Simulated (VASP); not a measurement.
Write the native input for VASP 6.6.1 that does the following.

```yaml
Task: single point
Functional: PBEsol
Potentials_or_basis: VASP PAW PBE potentials, release 64 (Co)
Cutoff: 520 eV
k_mesh: 26 × 26 × 26
Occupations: fermi-dirac, width 0.1 eV
Spin: no spin polarisation
Dipole_correction: no
Further_INCAR_settings: ALGO = Normal; EDIFF = 1e-06; NBANDS = 10
```

The structure of Co lies in POSCAR:

```
Co
1.0
   -1.3632266510      1.3632266510      1.3632266510
    1.3632266510     -1.3632266510      1.3632266510
    1.3632266510      1.3632266510     -1.3632266510
Co
1
Direct
    0.0000000000      0.0000000000      0.0000000000
```

One way to write it, as run:

INCAR

```
PREC = Accurate
ENCUT = 520
EDIFF = 1E-6
ISMEAR = -1
SIGMA = 0.1
LREAL = F
LASPH = T
NELM = 60
ALGO = Normal
ISIF = 2
LWAVE = F
LCHARG = F
GGA = PS
NBANDS = 10
```

KPOINTS

```
regular mesh
0
Gamma
  26 26 26
```

Potentials or basis: VASP PAW PBE potentials, release 64 (Co).

Run with:

```bash
$ cat potpaw_PBE.64/Co/POTCAR > POTCAR
$ mpirun -np 1 vasp_std > vasp.out
```

It gave:

```yaml
Pressure: -1.0 GPa
```

Caveat: the PAW data sets were made with another functional, which shifts forces and pressure a little; the run has no spin polarisation, though such a crystal can be magnetic.

Wall time 45 s on 1 thread of AMD EPYC 7R43 64-Core Processor (Zen 3), on a shared host, peak memory 0.13 GiB.
